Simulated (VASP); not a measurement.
Crystal: Si4C.

```
Si C
1.0
     4.73767    0.00000    0.00000
     0.09596    4.80598    0.00000
     0.42975    1.10766    6.08856
Si C
8 2
Direct
  0.43489 0.53101 0.84134
  0.43278 0.46813 0.22909
  0.10764 0.07596 0.67845
  0.17846 0.94198 0.21714
  0.94308 0.54412 0.01752
  0.84268 0.51039 0.61132
  0.57416 0.01392 0.93800
  0.58968 0.09855 0.51355
  0.93611 0.88306 0.47939
  0.96053 0.93289 0.97420
```

```yaml
Program: VASP 6.6.1
Task: relaxation of cell and atoms
Functional: PBE
Potentials_or_basis: VASP PAW PBE potentials, release 64 (Si, C)
Cutoff: 600 eV
k_mesh: 4 × 4 × 4
Occupations: gaussian, width 0.1 eV
Spin: no spin polarisation
```

At the start: pressure 4.2 GPa; volume 13.86 Å³/atom.

Q: Where does the relaxation end?

A: Over 56 steps the energy falls by 214.5 meV/atom and the volume is 16.10 Å³/atom (+16.2 %); space group P1 (No. 1, to 0.1 Å) before and after.

The path:
```tsv
step	energy change (eV)	largest force (eV/Å)	pressure (GPa)	volume (Å³)
1	0.0000	1.3165	4.17	138.63
3	-0.1434	0.3757	-0.85	143.78
5	-0.2310	0.5893	0.36	143.14
7	-0.2839	0.5033	0.31	144.08
9	-0.3360	0.3782	-0.48	146.28
11	-0.3790	0.5054	0.24	145.50
13	-0.4409	0.5425	0.15	145.52
15	-0.5325	0.5330	0.34	146.00
17	-0.5457	0.6112	0.52	146.15
19	-0.6440	1.0118	-0.69	149.74
21	-0.7649	0.6557	-0.13	148.69
23	-0.8889	0.8268	0.23	149.27
25	-0.9803	0.6917	-0.18	149.77
27	-1.0991	1.5167	0.43	148.93
29	-1.1886	0.6321	0.17	149.16
31	-1.3182	0.5413	0.69	149.67
33	-1.4549	0.7493	0.83	152.33
35	-1.5491	0.7343	-0.70	156.26
37	-1.7252	1.0757	0.73	156.44
39	-1.8781	0.9097	0.13	158.94
41	-1.9949	0.6972	-0.28	161.15
43	-2.0954	0.5147	0.67	160.57
45	-2.1245	0.1955	-0.43	161.89
47	-2.1354	0.1629	0.12	160.97
49	-2.1398	0.1382	0.00	160.96
51	-2.1433	0.0759	0.00	160.96
53	-2.1445	0.0490	0.02	160.97
55	-2.1451	0.0552	-0.03	161.06
56	-2.1455	0.0296	-0.01	161.05
```

Final structure:
```
CELL_PARAMETERS angstrom
4.68499 0.99286 0.29935
0.91125 6.49010 0.43608
0.99981 2.22211 5.64345
ATOMIC_POSITIONS crystal
Si 0.47900 0.50491 0.83430
Si 0.40387 0.49639 0.24847
Si 0.16734 0.90770 0.66349
Si 0.14432 0.90770 0.16066
Si 0.90950 0.58343 0.07998
Si 0.98441 0.56604 0.65723
Si 0.52463 0.11178 0.90459
Si 0.54489 0.10399 0.52083
C 0.93184 0.90474 0.46929
C 0.91019 0.91332 0.96117
```

Caveat: the volume moved by over 15 % at a fixed basis, so the end points are rough.
